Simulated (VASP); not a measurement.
# Cl (P4_2/ncm) in VASP: single point with r2SCAN

Aim: the single point of Cl with r2SCAN.

All numbers are computed with VASP 6.6.1; they aren't measurements. Logs are shortened: lines on timing, memory, paths and dates and some standing lists are left out, and cuts for length are marked.

## (1) The cell of the first run

Symmetry: P4_2/ncm, No. 138, tetragonal system. Conventional cell: a = 8.558 Å, b = 8.558 Å, c = 6.119 Å, α = 90.00°, β = 90.00°, γ = 90.00°. Cl (site symmetry 1) has 1 Cl at 1.82 Å within 2.4 Å.

## (2) Single point, r2SCAN

POSCAR

```
Cl
1.0
    8.5580738600      0.0000000000      0.0000000000
    0.0000000000      8.5580738600      0.0000000000
    0.0000000000      0.0000000000      6.1186229000
Cl
16
Direct
    0.1250000000      0.1670000000      0.1070000000
    0.3330000000      0.6250000000      0.6070000000
    0.8750000000      0.8330000000      0.1070000000
    0.6670000000      0.3750000000      0.6070000000
    0.6250000000      0.3330000000      0.8930000000
    0.8330000000      0.8750000000      0.3930000000
    0.3750000000      0.6670000000      0.8930000000
    0.1670000000      0.1250000000      0.3930000000
    0.3750000000      0.3330000000      0.3930000000
    0.1670000000      0.8750000000      0.8930000000
    0.6250000000      0.6670000000      0.3930000000
    0.8330000000      0.1250000000      0.8930000000
    0.8750000000      0.1670000000      0.6070000000
    0.6670000000      0.6250000000      0.1070000000
    0.1250000000      0.8330000000      0.6070000000
    0.3330000000      0.3750000000      0.1070000000
```

INCAR.step1

```
PREC = Accurate ; ENCUT = 520
ISMEAR = 1 ; SIGMA = 0.0161
LREAL = Auto ; LASPH = T
NELM = 80 ; NBANDS = 70
GGA = PE ; ALGO = Normal
EDIFF = 1E-4 ; LWAVE = T
LCHARG = F
```

INCAR.step2

```
PREC = Accurate ; ENCUT = 520
EDIFF = 1E-6 ; ISMEAR = 1
SIGMA = 0.0161 ; LREAL = Auto
LASPH = T ; NELM = 80
ALGO = Normal ; ISIF = 2
LWAVE = F ; LCHARG = F
METAGGA = R2SCAN ; LMIXTAU = T
NBANDS = 70 ; ISTART = 1
```

KPOINTS

```
Automatic mesh
0
Gamma
  3 3 4
```

Potentials or basis: VASP PAW PBE potentials, release 64 (Cl).

The run is started by

```sh
> cat potpaw_PBE.64/Cl/POTCAR > POTCAR
> cp INCAR.step1 INCAR
> mpirun -np 1 vasp_std > vasp.out
> cp INCAR.step2 INCAR
> mpirun -np 1 vasp_std > vasp.out
```

OUTCAR:

```text
PREC = Accurate
   ENCUT = 520
   EDIFF = 1E-6
   ISMEAR = 1
   LREAL = Auto
   LASPH = T
   NELM = 80
   ISIF = 2
   METAGGA = R2SCAN
   ISTART = 1

 ion  position               nearest neighbor table
   1  0.125  0.167  0.107-   8 1.82  16 2.52
   2  0.333  0.625  0.607-   7 1.82  15 2.52
   3  0.875  0.833  0.107-   6 1.82  14 2.52
   4  0.667  0.375  0.607-   5 1.82  13 2.52
   5  0.625  0.333  0.893-   4 1.82  12 2.52
   6  0.833  0.875  0.393-   3 1.82  11 2.52
[... 8 lines left out ...]
  15  0.125  0.833  0.607-  10 1.82   2 2.52
  16  0.333  0.375  0.107-   9 1.82   1 2.52

  LATTYP: Found a simple tetragonal cell.
 ALAT       =     8.5580738600
 C/A-ratio  =     0.7149532710

  Lattice vectors:

 A1 = (   8.5580738600,   0.0000000000,   0.0000000000)
 A2 = (   0.0000000000,   8.5580738600,   0.0000000000)
 A3 = (   0.0000000000,   0.0000000000,   6.1186229000)

Analysis of symmetry for initial positions (statically):
=====================================================================
 Subroutine PRICEL returns:
 Original cell was already a primitive cell.

 Routine SETGRP: Setting up the symmetry group for a
 simple tetragonal supercell.

 Subroutine GETGRP returns: Found 16 space group operations
 (whereof  4 operations were pure point group operations)
 out of a pool of 16 trial point group operations.

The static configuration has the point symmetry S_4 .
 The point group associated with its full space group is D_4h.

Analysis of symmetry for dynamics (positions and initial velocities):
=====================================================================
 Subroutine PRICEL returns:
 Original cell was already a primitive cell.

 Routine SETGRP: Setting up the symmetry group for a
 simple tetragonal supercell.

 Subroutine GETGRP returns: Found 16 space group operations
 (whereof  4 operations were pure point group operations)
 out of a pool of 16 trial point group operations.

The dynamic configuration has the point symmetry S_4 .
 The point group associated with its full space group is D_4h.

 Subroutine INISYM returns: Found 16 space group operations
 (whereof  4 operations are pure point group operations),
 and found     1 'primitive' translations

[... 105 lines left out ...]
   NELM   =     80;   NELMIN=  2; NELMDL=  0     # of ELM steps
   EDIFF  = 0.1E-05   stopping-criterion for ELM
   LREAL  =      T    real-space projection
   EDIFFG = 0.1E-04   stopping-criterion for IOM
   NSW    =      0    number of steps for IOM
   IBRION =     -1    ionic relax: 0-MD 1-quasi-New 2-CG
   NFREE  =      0    steps in history (QN), initial steepest desc. (CG)
   ISIF   =      2    stress and relaxation
   ISYM   =      2    0-nonsym 1-usesym 2-fastsym
   POTIM  = 0.5000    time-step for ionic-motion
   TEBEG  =    0.0;   TEEND  =   0.0 temperature during run
   PSTRESS=    0.0 pullay stress
   NELECT =     112.0000    total number of electrons
   NUPDOWN=      -1.0000    fix difference up-down
   EMIN   =  10.00;   EMAX   =-10.00  energy-range for DOS
   EFERMI =   0.00;   METHOD = LEGACY
   ISMEAR =     1;   SIGMA  =   0.02  broadening in eV -4-tet -1-fermi 0-gaus
   EFERMI_NEDOS =   21; number of points for ismear=-14 and -15
   IALGO  =     38    algorithm
   IMIX   =      4    mixing-type and parameters
     AMIX     =   0.40;   BMIX     =  1.00
     AMIX_MAG =   1.60;   BMIX_MAG =  1.00
  volume/ion in A,a.u.               =      28.01       189.01
  Fermi-wavevector in a.u.,A,eV,Ry     =   1.031206  1.948697 14.468253  1.063387
  Thomas-Fermi vector in A             =   2.165343
   LORBIT       =      0    0 simple, 1 ext, 2 COOP (PROOUT), +10 PAW based schemes
   METAGGA = R2SCAN    functional components
   LHFCALC =     F    Hartree Fock is set to
   AEXX    =    0.0000 exact exchange contribution
   IVDW    =     0    specifies the selected vdW correction
   LEPSILON=     F    determine dielectric tensor
   LRPA    =     F    only Hartree local field effects (RPA)
 non-spin polarized calculation
 Methfessel and Paxton  Order N= 1 SIGMA  =   0.02
  energy-cutoff  :      520.00
  volume of cell :      448.13
 maximum number of plane-waves:     12095
 NGX is ok and might be reduce to    64
   NGX = 31   NGY = 31   NGZ = 23

 number of electron     111.9999990 magnetization

 Free energy of the ion-electron system (eV)
  ---------------------------------------------------
  ext. energy  EPLUGINS =         0.00000000
  ---------------------------------------------------
  free energy    TOTEN  =       -80.59472270 eV

  energy without entropy =      -80.59474863  energy(sigma->0) =      -80.59473135

 E-fermi :   2.5749     XC(G=0):  -7.7230

 val. band max:        2.5613667113   @ k =   0.0000   0.0000   0.0000
 cond. band min:       3.0543921590   @ k =   0.0000   0.0000   0.5000
 fundamental gap:      0.4930254478
 Fermi energy:         2.5749210148

 k-point     1 :       0.0000    0.0000    0.0000
  band No.  band energies     occupation
      1     -19.9205      2.00000
      2     -19.6431      2.00000
      3     -19.6431      2.00000
      4     -19.4858      2.00000
      5     -18.9990      2.00000
      6     -18.6470      2.00000
[... 628 lines left out ...]
     67       7.5497      0.00000
     68       7.7372      0.00000
 [bands above 68 left out]

------------------------ aborting loop because EDIFF is reached ----------------------------------------

  FORCE on cell =-STRESS in cart. coord.  units (eV):
  Direction    XX          YY          ZZ          XY          YZ          ZX
  --------------------------------------------------------------------------------------
  -------------------------------------------------------------------------------------
  Total       56.7092707     56.7092707     78.8067200      0.0000000      0.0000000      0.0000000
  in kB      202.7490820    202.7490820    281.7526999      0.0000000      0.0000000      0.0000000
  external PRESSURE =     229.0836213 kB  Pullay stress =       0.0000000 kB

 VOLUME and BASIS-vectors are now :
 -----------------------------------------------------------------------------
  energy-cutoff  :      520.00
  volume of cell :      448.13
      direct lattice vectors                 reciprocal lattice vectors
     8.558073860  0.000000000  0.000000000     0.116848723  0.000000000  0.000000000
     0.000000000  8.558073860  0.000000000     0.000000000  0.116848723  0.000000000
     0.000000000  0.000000000  6.118622900     0.000000000  0.000000000  0.163435468

 POSITION                                       TOTAL-FORCE (eV/Angst)
 -----------------------------------------------------------------------------------
      1.06976      1.42920      0.65469        -2.923676     -0.697006     -3.504154
      2.84984      5.34880      3.71400         0.697006     -2.923676     -3.504154
      7.48831      7.12888      0.65469         2.923676      0.697006     -3.504154
      5.70824      3.20928      3.71400        -0.697006      2.923676     -3.504154
      5.34880      2.84984      5.46393        -2.923676      0.697006      3.504154
      7.12888      7.48831      2.40462         0.697006      2.923676      3.504154
[... 8 lines left out ...]
      1.06976      7.12888      3.71400        -2.923676      0.697006     -3.504154
      2.84984      3.20928      0.65469         0.697006      2.923676     -3.504154
 -----------------------------------------------------------------------------------
    total drift:                                0.000000      0.000000     -0.000000

  FREE ENERGIE OF THE ION-ELECTRON SYSTEM (eV)
  ---------------------------------------------------
  free  energy   TOTEN  =       -80.5947227032 eV

  energy  without entropy=      -80.5947486327  energy(sigma->0) =      -80.59473135
```

It took 20 min on 1 thread of Intel Xeon Platinum 8488C (Sapphire Rapids), shared host; peak memory 0.57 GiB.

Results:

```
Free energy            : -80.5947 eV
Pressure               : 22.9 GPa
Largest force          : 4.617 eV/Å
Band gap on the k mesh : 0.49 eV (least direct gap 0.85 eV)
```

Forces in eV/Å, atoms in the order of the input:
```
Cl  -2.924 -0.697 -3.504
Cl   0.697 -2.924 -3.504
Cl   2.924  0.697 -3.504
Cl  -0.697  2.924 -3.504
Cl  -2.924  0.697  3.504
Cl   0.697  2.924  3.504
Cl   2.924 -0.697  3.504
Cl  -0.697 -2.924  3.504
Cl   2.924  0.697  3.504
Cl  -0.697  2.924  3.504
Cl  -2.924 -0.697  3.504
Cl   0.697 -2.924  3.504
Cl   2.924 -0.697 -3.504
Cl  -0.697 -2.924 -3.504
Cl  -2.924  0.697 -3.504
Cl   0.697  2.924 -3.504
```

Stress tensor (GPa, compression positive):
```
20.27  0.00  0.00
 0.00 20.27  0.00
 0.00  0.00 28.18
```

Caveat: the stress differs along the axes, from 20 to 28 GPa; semilocal functionals underestimate gaps, and a narrow one can read as zero; the PAW data sets were made with another functional, which shifts forces and pressure a little. r2SCAN opens gaps a little over a GGA but as a rule still falls short of measured ones.
